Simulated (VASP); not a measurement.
# TiO2 (P4_2/mnm) in VASP: a series of runs, part 2 of 2

VASP 6.6.1. The steps go on from the part before.

## Step 4: Electric field gradients, PBE (zz strain of -3 %)

INCAR

```
SYSTEM = TiO2
PREC = Accurate ; ENCUT = 520
EDIFF = 1E-8 ; ISMEAR = -1
SIGMA = 0.05 ; LREAL = .False.
LASPH = .True. ; NELM = 80
ALGO = Normal ; ISIF = 2
LWAVE = .False. ; LCHARG = .False.
GGA = PE ; LEFG = .True.
NBANDS = 33
```

KPOINTS

```
Automatic mesh
0
Gamma
  7 7 10
  0 0 0
```

POSCAR

```
TiO2
1.0
    4.5940000000      0.0000000000      0.0000000000
    0.0000000000      4.5940000000      0.0000000000
    0.0000000000      0.0000000000      2.8702300000
Ti O
2 4
Direct
    0.0000000000      0.0000000000      0.0000000000
    0.5000000000      0.5000000000      0.5000000000
    0.3060000000      0.3060000000      0.0000000000
    0.1940000000      0.8060000000      0.5000000000
    0.6940000000      0.6940000000      0.0000000000
    0.8060000000      0.1940000000      0.5000000000
```

Potentials or basis: VASP PAW PBE potentials, release 64 (Ti_sv, O).

On the command line:

```
$ cat potpaw_PBE.64/Ti_sv/POTCAR potpaw_PBE.64/O/POTCAR > POTCAR
$ mpirun -np 1 vasp_std > vasp.out
```

OUTCAR:

```text
SYSTEM = TiO2
   PREC = Accurate
   ENCUT = 520
   EDIFF = 1E-8
   ISMEAR = -1
   LREAL = .False.
   LASPH = .True.
   NELM = 80
   ISIF = 2
   GGA = PE

 ion  position               nearest neighbor table
   1  0.000  0.000  0.000-   4 1.91   6 1.91   4 1.91   6 1.91   5 1.99   3 1.99
   2  0.500  0.500  0.500-   3 1.91   5 1.91   3 1.91   5 1.91   4 1.99   6 1.99
   3  0.306  0.306  0.000-   2 1.91   2 1.91   1 1.99
   4  0.194  0.806  0.500-   1 1.91   1 1.91   2 1.99
   5  0.694  0.694  0.000-   2 1.91   2 1.91   1 1.99
   6  0.806  0.194  0.500-   1 1.91   1 1.91   2 1.99

  LATTYP: Found a simple tetragonal cell.
 ALAT       =     4.5940000000
 C/A-ratio  =     0.6247779713

  Lattice vectors:

 A1 = (   4.5940000000,   0.0000000000,   0.0000000000)
 A2 = (   0.0000000000,   4.5940000000,   0.0000000000)
 A3 = (   0.0000000000,   0.0000000000,   2.8702300000)

Analysis of symmetry for initial positions (statically):
=====================================================================
 Subroutine PRICEL returns:
 Original cell was already a primitive cell.

 Routine SETGRP: Setting up the symmetry group for a
 simple tetragonal supercell.

 Subroutine GETGRP returns: Found 16 space group operations
 (whereof  8 operations were pure point group operations)
 out of a pool of 16 trial point group operations.

The static configuration has the point symmetry D_2h.
 The point group associated with its full space group is D_4h.

Analysis of symmetry for dynamics (positions and initial velocities):
=====================================================================
 Subroutine PRICEL returns:
 Original cell was already a primitive cell.

 Routine SETGRP: Setting up the symmetry group for a
 simple tetragonal supercell.

 Subroutine GETGRP returns: Found 16 space group operations
 (whereof  8 operations were pure point group operations)
 out of a pool of 16 trial point group operations.

The dynamic configuration has the point symmetry D_2h.
 The point group associated with its full space group is D_4h.

 Subroutine INISYM returns: Found 16 space group operations
 (whereof  8 operations are pure point group operations),
 and found     1 'primitive' translations

----------------------------------------------------------------------------------------

                                     Primitive cell

  volume of cell :      60.5757

  direct lattice vectors                    reciprocal lattice vectors
     4.594000000  0.000000000  0.000000000     0.217675229  0.000000000  0.000000000
     0.000000000  4.594000000  0.000000000     0.000000000  0.217675229  0.000000000
     0.000000000  0.000000000  2.870230000     0.000000000  0.000000000  0.348404135

  length of vectors
     4.594000000  4.594000000  2.870230000     0.217675229  0.217675229  0.348404135

  position of ions in fractional coordinates (direct lattice)
     0.000000000  0.000000000  0.000000000
     0.500000000  0.500000000  0.500000000
     0.306000000  0.306000000  0.000000000
     0.194000000  0.806000000  0.500000000
     0.694000000  0.694000000  0.000000000
[... 107 lines left out ...]
   GGA     = PE    functional components
   LHFCALC =     F    Hartree Fock is set to
   AEXX    =    0.0000 exact exchange contribution
   IVDW    =     0    specifies the selected vdW correction
   LEPSILON=     F    determine dielectric tensor
   LRPA    =     F    only Hartree local field effects (RPA)
 non-spin polarized calculation
  energy-cutoff  :      520.00
  volume of cell :       60.58
 maximum number of plane-waves:      1648
 NGX is ok and might be reduce to    36
   NGX = 17   NGY = 17   NGZ = 11

 number of electron      48.0000030 magnetization

 Free energy of the ion-electron system (eV)
  ---------------------------------------------------
  ext. energy  EPLUGINS =         0.00000000
  ---------------------------------------------------
  free energy    TOTEN  =       -53.47029345 eV

  energy without entropy =      -53.47029345  energy(sigma->0) =      -53.47029345

 E-fermi :   5.9779     XC(G=0): -11.5589

 val. band max:        5.0138294206   @ k =   0.0000   0.0000   0.0000
 cond. band min:       7.0677949150   @ k =   0.0000   0.0000   0.0000
 fundamental gap:      2.0539654944
 Fermi energy:         5.9778985875

 k-point     1 :       0.0000    0.0000    0.0000
  band No.  band energies     occupation
      1     -51.6243      2.00000
      2     -51.6052      2.00000
      3     -27.9713      2.00000
      4     -27.9713      2.00000
      5     -27.7784      2.00000
      6     -27.7784      2.00000
[... 853 lines left out ...]
     32      10.8268      0.00000
     33      11.8031      0.00000

 [... further k-points ...]

------------------------ aborting loop because EDIFF is reached ----------------------------------------

  FORCE on cell =-STRESS in cart. coord.  units (eV):
  Direction    XX          YY          ZZ          XY          YZ          ZX
  --------------------------------------------------------------------------------------
  -------------------------------------------------------------------------------------
  Total        4.6403220      4.6403220      8.8423852     -0.0000000      0.0000000      0.0000000
  in kB      122.7326249    122.7326249    233.8736707     -0.0000000      0.0000000      0.0000000
  external PRESSURE =     159.7796401 kB  Pullay stress =       0.0000000 kB

 VOLUME and BASIS-vectors are now :
 -----------------------------------------------------------------------------
  energy-cutoff  :      520.00
  volume of cell :       60.58
      direct lattice vectors                 reciprocal lattice vectors
     4.594000000  0.000000000  0.000000000     0.217675229  0.000000000  0.000000000
     0.000000000  4.594000000  0.000000000     0.000000000  0.217675229  0.000000000
     0.000000000  0.000000000  2.870230000     0.000000000  0.000000000  0.348404135

 POSITION                                       TOTAL-FORCE (eV/Angst)
 -----------------------------------------------------------------------------------
      0.00000      0.00000      0.00000        -0.000000      0.000000      0.000000
      2.29700      2.29700      1.43511        -0.000000      0.000000      0.000000
      1.40576      1.40576      0.00000        -0.372856     -0.372856      0.000000
      0.89124      3.70276      1.43511         0.372856     -0.372856      0.000000
      3.18824      3.18824      0.00000         0.372856      0.372856     -0.000000
      3.70276      0.89124      1.43511        -0.372856      0.372856     -0.000000
 -----------------------------------------------------------------------------------
    total drift:                               -0.000000      0.000000      0.000000

  FREE ENERGIE OF THE ION-ELECTRON SYSTEM (eV)
  ---------------------------------------------------
  free  energy   TOTEN  =       -53.4702934484 eV

  energy  without entropy=      -53.4702934483  energy(sigma->0) =      -53.47029345

 Electric field gradients (V/A^2)
---------------------------------------------------------------------
 ion       V_xx      V_yy      V_zz      V_xy      V_xz      V_yz
---------------------------------------------------------------------
   1      15.697    15.697   -31.395    24.720     0.000     0.000
   2      15.697    15.697   -31.395   -24.720    -0.000    -0.000
   3       3.649     3.649    -7.299    19.466     0.000     0.000
   4       3.649     3.649    -7.299   -19.466    -0.000     0.000
   5       3.649     3.649    -7.299    19.466    -0.000     0.000
   6       3.649     3.649    -7.299   -19.466     0.000     0.000
---------------------------------------------------------------------

 Electric field gradients after diagonalization (V/A^2)
 (convention: |V_zz| > |V_xx| > |V_yy|)
----------------------------------------------------------------------
 ion       V_xx      V_yy      V_zz     asymmetry (V_yy - V_xx)/ V_zz
----------------------------------------------------------------------
   1     -31.395    -9.023    40.417       0.554
   2     -31.395    -9.023    40.417       0.554
   3     -15.816    -7.299    23.115       0.368
   4     -15.816    -7.299    23.115       0.368
   5     -15.816    -7.299    23.115       0.368
   6     -15.816    -7.299    23.115       0.368
----------------------------------------------------------------------

           NMR quadrupolar parameters

 Cq : quadrupolar parameter    Cq=e*Q*V_zz/h
 eta: asymmetry parameters     (V_yy - V_xx)/ V_zz
 Q  : nuclear electric quadrupole moment in mb (millibarn)
----------------------------------------------------------------------
 ion       Cq(MHz)       eta       Q (mb)
----------------------------------------------------------------------
   1       0.098       0.554       1.000
   2       0.098       0.554       1.000
   3       0.056       0.368       1.000
   4       0.056       0.368       1.000
   5       0.056       0.368       1.000
   6       0.056       0.368       1.000
----------------------------------------------------------------------
```

Run time: 48 s. Hardware: 1 thread of Intel Xeon 6975P-C (Granite Rapids), shared host; peak memory 0.23 GiB.

What came out:

| Quantity | Value |
| --- | --- |
| Free energy | -53.4703 eV |
| Pressure | 16.0 GPa |
| Largest force | 0.527 eV/Å |
| Band gap on the k mesh | 2.05 eV |
| Largest electric field gradient by atom | Ti +40.4; O +23.1 V/Å² |

Forces on the atoms (eV/Å):
```
Ti   0.000  0.000  0.000
Ti   0.000  0.000  0.000
O   -0.373 -0.373  0.000
O    0.373 -0.373  0.000
O    0.373  0.373  0.000
O   -0.373  0.373  0.000
```

Levels at points of the mesh, in eV from the valence-band top:
```csv
k point,band 20,band 21,band 22,band 23,band 24,band 25,band 26,band 27,band 28,band 29
"(0.00, 0.00, 0.00)",-1.70,-0.51,-0.38,-0.38,0.00,2.05,2.37,2.77,2.82,2.82
"(0.00, 0.00, 0.50)",-2.82,-2.26,-2.26,-1.39,-1.39,3.16,3.16,3.67,3.67,3.94
```

Electric field gradients, principal values (V/Å²):
| atom | least | middle | greatest (by size) |
| --- | --- | --- | --- |
| 1 Ti | -9.023 | -31.395 | 40.417 |
| 2 Ti | -9.023 | -31.395 | 40.417 |
| 3 O | -7.299 | -15.816 | 23.115 |
| 4 O | -7.299 | -15.816 | 23.115 |
| 5 O | -7.299 | -15.816 | 23.115 |
| 6 O | -7.299 | -15.816 | 23.115 |

Caveat: the cell differs from its parent crystal (zz strain of -3 %); the cell stands under pressure; without QUAD_EFG the Cq values of the log hold for a quadrupole moment of 1 mb, not for the nuclei; an odd mesh through Γ misses points on the zone boundary, where band edges can lie.
